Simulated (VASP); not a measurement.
# Si62B (a cell with a defect) in VASP: single point with LDA

Aim: the single point of Si62B (a cell with a defect) with LDA.

Program: VASP 6.6.1. These are calculated values, not measurements. Logs are shortened: lines on timing, memory, paths and dates and some standing lists are left out, and cuts for length are marked.

### 1 The cell of the first run

The cell holds a defect, 63 atoms: a = 10.860 Å, b = 10.860 Å, c = 10.860 Å, α = 90.00°, β = 90.00°, γ = 90.00°.

### 2 Single point, LDA, collinear spin, zero start

File INCAR:

```
SYSTEM = Si62B
PREC = Accurate
ENCUT = 520
EDIFF = 1E-7
ISMEAR = -1
SIGMA = 0.05
LREAL = Auto
LASPH = .TRUE.
NELM = 150
ALGO = Normal
ISIF = 2
LWAVE = .FALSE.
LCHARG = .FALSE.
ISPIN = 2
MAGMOM = 0 0 0 0 0 0 0 0 0 0 0 0 0 0 0 0 0 0 0 0 0 0 0 0 0 0 0 0 0 0 0 0 0 0 0 0 0 0 0 0 0 0 0 0 0 0 0 0 0 0 0 0 0 0 0 0 0 0 0 0 0 0 0
LORBIT = 11
GGA = CA
NBANDS = 166
NELECT = 249.0
```

File KPOINTS:

```
regular mesh
0
G
  1 1 1
  0 0 0
```

File POSCAR:

```
Si62B
1.0
   10.8600000000      0.0000000000      0.0000000000
    0.0000000000     10.8600000000      0.0000000000
    0.0000000000      0.0000000000     10.8600000000
Si B
62 1
Direct
    0.5018828729      0.0000714549      0.0010780847
    0.6471228361      0.1031600368      0.1263438306
    0.7502209024      0.2483923573      0.0010795580
    0.8761310313      0.3748581952      0.1240627993
    0.8737685083      0.1033620626      0.3532810313
   -0.0215867403     -0.0013455801      0.0217890424
    0.1235428177      0.1239450276      0.1249832413
    0.2491130755      0.2505218232     -0.0014903315
    0.3776953039      0.3725808471      0.1251639963
    0.4997595764      0.5011605893     -0.0014889503
    0.6263233886      0.6267358195      0.1249815838
    0.7515938306      0.7719556169      0.0218742173
    0.2500262431      0.0009816759      0.2508958564
    0.3801492634      0.1230664825      0.3729848066
    0.5110416206      0.2392523020      0.2458047882
    0.6272107735      0.3701555249      0.3729910681
    0.7493005525      0.5002664825      0.2508944751
    0.8752401473      0.6267279006      0.3738453039
    0.5109715470     -0.0040963168      0.4892562615
    0.6272011050      0.1230822284      0.6201057090
    0.7543679558      0.2393702578      0.4893042357
    0.8750471455      0.3726800184      0.6225883978
    0.7493025783      0.0009783610      0.7501984346
    0.8752421731      0.1239487109      0.8766403315
   -0.0017668508      0.5049591160      0.0019679558
    0.1145566298      0.6357368324      0.1291229282
    0.2453453959      0.7520435543      0.0019615101
    0.3754339779      0.8741505525      0.1240642726
   -0.0009139042      0.2483975138      0.2499977901
    0.1256970534      0.3739481584      0.3764704420
    0.2478406077      0.5024350829      0.2498058011
    0.3763250460      0.6245834254      0.3764695212
    0.5018801105      0.7511815838      0.2500000000
    0.6470037753      0.8764795580      0.3531980663
   -0.0009152855      0.0000651934      0.4983044199
    0.1256877532      0.1265402394      0.6238608656
    0.2531509208      0.2488123389      0.4987339779
    0.3755197974      0.3747627072      0.6246795580
    0.5014642726      0.4971441068      0.4987427256
    0.6237518416      0.6245992634      0.6238669429
    0.7502249540      0.7511846225      0.4983018416
    0.8761334254      0.8741466851      0.6247900552
    0.2477794659     -0.0001192449      0.7524033149
    0.3763149171      0.1265382136      0.8745069061
    0.5014506446      0.2488345304      0.7470797422
    0.6237526703      0.3739642726      0.8745131676
    0.7504066298      0.5025369245      0.7524440147
    0.8710488950      0.6358603131      0.8857941989
   -0.0214559853      0.7717398711      0.2485222836
    0.1235483425      0.8750528545      0.3738439227
    0.0017130755      0.5011736648      0.5004535912
    0.1239729282      0.6263122468      0.6279108656
    0.2491057090      0.7485778085      0.5004474217
    0.3776362799      0.8752400552      0.6225481584
    0.0017109576      0.2505370166      0.7510782689
    0.1239855433      0.3779737569      0.8762205341
    0.2499194291      0.5003636280      0.7502814917
    0.3723219153      0.6262913444      0.8762120626
    0.4997507366      0.7485813996      0.7510726519
    0.6263212707      0.8750490792      0.8766428177
   -0.0017766114      0.7520594843      0.7549097606
    0.1144822284      0.8792224678      0.8857451197
    0.8122720074     -0.0623750460      0.1869666667
```

Potentials or basis: VASP PAW LDA potentials, release 64 (Si, B).

Command:

```
$ cat potpaw_LDA.64/Si/POTCAR potpaw_LDA.64/B/POTCAR > POTCAR
$ mpirun -np 1 vasp_gam > vasp.out
```

OUTCAR:

```text
SYSTEM = Si62B
   PREC = Accurate
   ENCUT = 520
   EDIFF = 1E-7
   ISMEAR = -1
   LREAL = Auto
   LASPH = .TRUE.
   NELM = 150
   ISIF = 2
   ISPIN = 2
   LORBIT = 11
   GGA = CA
   NELECT = 249.0

 ion  position               nearest neighbor table
   1  0.502  0.000  0.001-  60 2.34  28 2.35   2 2.36  44 2.37
   2  0.647  0.103  0.126-   3 2.36   1 2.36  15 2.46  63 2.62
   3  0.750  0.248  0.001-  24 2.34   4 2.35   2 2.36  46 2.37
   4  0.876  0.375  0.124-  25 2.35  29 2.35   3 2.35  17 2.38
   5  0.874  0.103  0.353-  35 2.36  29 2.36  21 2.46  63 2.64
   6  0.978  0.999  0.022-   7 2.36  24 2.36  62 2.46  63 2.63
[... 54 lines left out ...]
  61  0.998  0.752  0.755-  42 2.35  62 2.35  48 2.35  52 2.37
  62  0.114  0.879  0.886-  61 2.35  27 2.35  43 2.43   6 2.46
  63  0.812  0.938  0.187-   2 2.62  12 2.62   6 2.63  34 2.63   5 2.64  49 2.64

  LATTYP: Found a simple cubic cell.
 ALAT       =    10.8600000000

  Lattice vectors:

 A1 = (  10.8600000000,   0.0000000000,   0.0000000000)
 A2 = (   0.0000000000,  10.8600000000,   0.0000000000)
 A3 = (   0.0000000000,   0.0000000000,  10.8600000000)

Analysis of symmetry for initial positions (statically):
=====================================================================
 Subroutine PRICEL returns:
 Original cell was already a primitive cell.

 Routine SETGRP: Setting up the symmetry group for a
 simple cubic supercell.

 Subroutine GETGRP returns: Found  1 space group operations
 (whereof  1 operations were pure point group operations)
 out of a pool of 48 trial point group operations.

The static configuration has the point symmetry C_1 .

Analysis of symmetry for dynamics (positions and initial velocities):
=====================================================================
 Subroutine PRICEL returns:
 Original cell was already a primitive cell.

 Routine SETGRP: Setting up the symmetry group for a
 simple cubic supercell.

 Subroutine GETGRP returns: Found  1 space group operations
 (whereof  1 operations were pure point group operations)
 out of a pool of 48 trial point group operations.

The dynamic configuration has the point symmetry C_1 .

Analysis of structural, dynamic, and magnetic symmetry:
=====================================================================
 Subroutine PRICEL returns:
 Original cell was already a primitive cell.

 Routine SETGRP: Setting up the symmetry group for a
 simple cubic supercell.

 Subroutine GETGRP returns: Found  1 space group operations
 (whereof  1 operations were pure point group operations)
 out of a pool of 48 trial point group operations.

The overall configuration has the point symmetry C_1 .

 Subroutine INISYM returns: Found  1 space group operations
 (whereof  1 operations are pure point group operations),
 and found     1 'primitive' translations

----------------------------------------------------------------------------------------

                                     Primitive cell

  volume of cell :    1280.8241

  direct lattice vectors                    reciprocal lattice vectors
    10.860000000  0.000000000  0.000000000     0.092081031  0.000000000  0.000000000
     0.000000000 10.860000000  0.000000000     0.000000000  0.092081031  0.000000000
     0.000000000  0.000000000 10.860000000     0.000000000  0.000000000  0.092081031

  length of vectors
    10.860000000 10.860000000 10.860000000     0.092081031  0.092081031  0.092081031

  position of ions in fractional coordinates (direct lattice)
     0.501882873  0.000071455  0.001078085
     0.647122836  0.103160037  0.126343831
     0.750220902  0.248392357  0.001079558
     0.876131031  0.374858195  0.124062799
     0.873768508  0.103362063  0.353281031
     0.978413260  0.998654420  0.021789042
[... 55 lines left out ...]
     0.114482228  0.879222468  0.885745120
     0.812272007  0.937624954  0.186966667
[... 109 lines left out ...]
   LNONCOLLINEAR =      F non collinear calculations
   LSORBIT =      F    spin-orbit coupling
   LASPH  =      T    aspherical Exc in radial PAW
   ENCUT  =  520.0 eV  38.22 Ry    6.18 a.u.  20.19 20.19 20.19*2*pi/ulx,y,z
   NELM   =    150;   NELMIN=  2; NELMDL= -5     # of ELM steps
   EDIFF  = 0.1E-06   stopping-criterion for ELM
   LREAL  =      T    real-space projection
   EDIFFG = 0.1E-05   stopping-criterion for IOM
   NSW    =      0    number of steps for IOM
   IBRION =     -1    ionic relax: 0-MD 1-quasi-New 2-CG
   NFREE  =      0    steps in history (QN), initial steepest desc. (CG)
   ISIF   =      2    stress and relaxation
   ISYM   =      2    0-nonsym 1-usesym 2-fastsym
   POTIM  = 0.5000    time-step for ionic-motion
   TEBEG  =    0.0;   TEEND  =   0.0 temperature during run
   PSTRESS=    0.0 pullay stress
   NELECT =     249.0000    total number of electrons
   NUPDOWN=      -1.0000    fix difference up-down
   EMIN   =  10.00;   EMAX   =-10.00  energy-range for DOS
   EFERMI =   0.00;   METHOD = LEGACY
   ISMEAR =    -1;   SIGMA  =   0.05  broadening in eV -4-tet -1-fermi 0-gaus
   EFERMI_NEDOS =   21; number of points for ismear=-14 and -15
   IALGO  =     38    algorithm
   IMIX   =      4    mixing-type and parameters
     AMIX     =   0.40;   BMIX     =  1.00
     AMIX_MAG =   1.60;   BMIX_MAG =  1.00
  volume/ion in A,a.u.               =      20.33       137.20
  Fermi-wavevector in a.u.,A,eV,Ry     =   0.948371  1.792161 12.237175  0.899407
  Thomas-Fermi vector in A             =   2.076553
   LORBIT       =     11    0 simple, 1 ext, 2 COOP (PROOUT), +10 PAW based schemes
   GGA     = CA    functional components
   LHFCALC =     F    Hartree Fock is set to
   AEXX    =    0.0000 exact exchange contribution
   IVDW    =     0    specifies the selected vdW correction
   LEPSILON=     F    determine dielectric tensor
   LRPA    =     F    only Hartree local field effects (RPA)
 spin polarized calculation
  energy-cutoff  :      520.00
  volume of cell :     1280.82
 maximum number of plane-waves:     17229
 NGX is ok and might be reduce to    84
   NGX = 41   NGY = 41   NGZ = 41

 number of electron     248.9999992 magnetization       0.0000013

 number of electron     248.9999992 magnetization      -0.0000001

 Free energy of the ion-electron system (eV)
  ---------------------------------------------------
  ext. energy  EPLUGINS =         0.00000000
  ---------------------------------------------------
  free energy    TOTEN  =      -375.07402424 eV

  energy without entropy =     -374.99139430  energy(sigma->0) =     -375.03270927

 E-fermi :   5.3699     XC(G=0):  -9.5078

 val. band max:        5.3648856661   @ k =   0.0000   0.0000   0.0000
 cond. band min:       6.1007656858   @ k =   0.0000   0.0000   0.0000
 fundamental gap:      0.7358800198
 Fermi energy:         5.3698856622

 spin component 1

 k-point     1 :       0.0000    0.0000    0.0000
  band No.  band energies     occupation
      1      -6.2614      1.00000
      2      -5.2335      1.00000
      3      -5.2335      1.00000
      4      -5.1847      1.00000
      5      -5.1847      1.00000
      6      -5.1488      1.00000
[... 128 lines left out ...]
    135       6.6571      0.00000
    136       6.6571      0.00000
 Fermi energy:         5.3698856622

 spin component 2

 k-point     1 :       0.0000    0.0000    0.0000
  band No.  band energies     occupation
      1      -6.2614      1.00000
      2      -5.2335      1.00000
      3      -5.2335      1.00000
      4      -5.1847      1.00000
      5      -5.1847      1.00000
      6      -5.1488      1.00000
[... 128 lines left out ...]
    135       6.6571      0.00000
    136       6.6571      0.00000
 [bands above 136 left out]

------------------------ aborting loop because EDIFF is reached ----------------------------------------

  FORCE on cell =-STRESS in cart. coord.  units (eV):
  Direction    XX          YY          ZZ          XY          YZ          ZX
  --------------------------------------------------------------------------------------
  -------------------------------------------------------------------------------------
  Total      -45.7308197    -45.7197660    -45.7213299      5.2911885     -5.2913336      5.2932264
  in kB      -57.2044866    -57.1906596    -57.1926159      6.6187251     -6.6189066      6.6212742
  external PRESSURE =     -57.1959207 kB  Pullay stress =       0.0000000 kB

 VOLUME and BASIS-vectors are now :
 -----------------------------------------------------------------------------
  energy-cutoff  :      520.00
  volume of cell :     1280.82
      direct lattice vectors                 reciprocal lattice vectors
    10.860000000  0.000000000  0.000000000     0.092081031  0.000000000  0.000000000
     0.000000000 10.860000000  0.000000000     0.000000000  0.092081031  0.000000000
     0.000000000  0.000000000 10.860000000     0.000000000  0.000000000  0.092081031

 POSITION                                       TOTAL-FORCE (eV/Angst)
 -----------------------------------------------------------------------------------
      5.45045      0.00078      0.01171        -0.003048     -0.000299     -0.001385
      7.02775      1.12032      1.37209         0.006221     -0.006157      0.004527
      8.14740      2.69754      0.01172        -0.000736      0.004088     -0.003437
      9.51478      4.07096      1.34732         0.001056     -0.001222     -0.000677
      9.48913      1.12251      3.83663        -0.005045      0.002319      0.002848
     10.62557     10.84539      0.23663        -0.000050     -0.006151      0.001555
[... 55 lines left out ...]
      1.24328      9.54836      9.61919        -0.002370      0.002521      0.002247
      8.82127     10.18261      2.03046        -0.007552      0.001493     -0.006447
 -----------------------------------------------------------------------------------
    total drift:                                0.009777      0.004627      0.000210

  FREE ENERGIE OF THE ION-ELECTRON SYSTEM (eV)
  ---------------------------------------------------
  free  energy   TOTEN  =      -375.0740242356 eV

  energy  without entropy=     -374.9913943030  energy(sigma->0) =     -375.03270927

 total charge

# of ion       s       p       d       tot
------------------------------------------
    1        0.750   0.944   0.000   1.694
    2        0.775   0.830   0.000   1.605
    3        0.750   0.944   0.000   1.694
    4        0.747   0.950   0.000   1.697
    5        0.775   0.829   0.000   1.605
    6        0.775   0.829   0.000   1.605
[... 55 lines left out ...]
   62        0.752   0.913   0.000   1.664
   63        0.646   0.743   0.000   1.389
--------------------------------------------------
tot         47.252  58.296   0.000 105.548

 magnetization (x)

# of ion       s       p       d       tot
------------------------------------------
    1        0.000   0.000   0.000   0.000
    2       -0.000  -0.000   0.000  -0.000
    3       -0.000   0.000   0.000  -0.000
    4        0.000   0.000   0.000   0.000
    5       -0.000  -0.000   0.000  -0.000
    6        0.000   0.000   0.000   0.000
[... 55 lines left out ...]
   62        0.000  -0.000   0.000  -0.000
   63       -0.000  -0.000   0.000  -0.000
--------------------------------------------------
tot         -0.000   0.000   0.000  -0.000
```

It took 12 min on 1 thread of Intel Xeon Platinum 8259CL at 2.50GHz (Skylake/Cascade Lake), shared host; peak memory 0.92 GiB.

What came out:

```yaml
Free_energy: -375.0740 eV
Largest_force: 0.010 eV/Å
Net_moment: 0.00 μB per cell
Valence_electrons_inside_the_program's_atomic_spheres: Si 1.69, 1.60, 1.70, 1.67, 1.66 (each value once); B 1.39
```

Forces on the atoms (eV/Å):
```
Si  -0.003  0.000 -0.001
Si   0.006 -0.006  0.005
Si  -0.001  0.004 -0.003
Si   0.001 -0.001 -0.001
Si  -0.005  0.002  0.003
Si   0.000 -0.006  0.002
Si  -0.001 -0.001  0.001
Si  -0.001 -0.002  0.005
Si  -0.001  0.000  0.004
Si   0.003 -0.001  0.005
Si   0.000 -0.001  0.001
Si   0.006  0.005  0.006
Si   0.000 -0.001 -0.001
Si  -0.003  0.002  0.001
Si   0.001  0.000 -0.006
Si  -0.002  0.003  0.001
Si   0.001  0.000  0.000
Si  -0.001  0.001 -0.002
Si   0.000 -0.007  0.000
Si  -0.002  0.002  0.003
Si   0.008 -0.001 -0.002
Si  -0.003  0.001  0.000
Si   0.001 -0.001  0.000
Si   0.000 -0.001  0.000
Si   0.000 -0.001 -0.001
Si  -0.003  0.002  0.003
Si   0.000 -0.001 -0.001
Si   0.003  0.000  0.000
Si   0.001  0.002 -0.001
Si  -0.002 -0.001 -0.001
Si  -0.002  0.001 -0.005
Si   0.002  0.002  0.000
Si  -0.001  0.000 -0.001
Si   0.001  0.004  0.000
Si   0.000 -0.001  0.003
Si  -0.003 -0.001 -0.002
Si   0.003 -0.004 -0.005
Si  -0.001  0.001  0.001
Si   0.004 -0.003 -0.004
Si   0.002  0.002 -0.002
Si   0.000 -0.001  0.002
Si   0.001 -0.001 -0.001
Si  -0.003 -0.004  0.002
Si   0.002 -0.002  0.002
Si   0.004 -0.004 -0.002
Si   0.002 -0.002  0.002
Si   0.005  0.004  0.002
Si  -0.001  0.001  0.002
Si   0.006 -0.005 -0.006
Si  -0.001  0.002 -0.002
Si  -0.004 -0.001 -0.002
Si  -0.003  0.003 -0.002
Si   0.000  0.005 -0.002
Si   0.000  0.004  0.000
Si  -0.004 -0.002  0.001
Si  -0.004 -0.001  0.003
Si  -0.002  0.004  0.002
Si   0.001  0.003  0.002
Si   0.002  0.004  0.000
Si   0.000  0.001 -0.001
Si   0.000 -0.001  0.000
Si  -0.002  0.003  0.002
B   -0.008  0.001 -0.006
```

Caveat: the k points lie up to 0.58 Å⁻¹ apart; the cell carries a net charge on a neutralising background, which shifts energy and pressure; the cell is charged against a uniform background, so pressure and absolute levels hang on convention; no moment was typed at the start, so none could form.
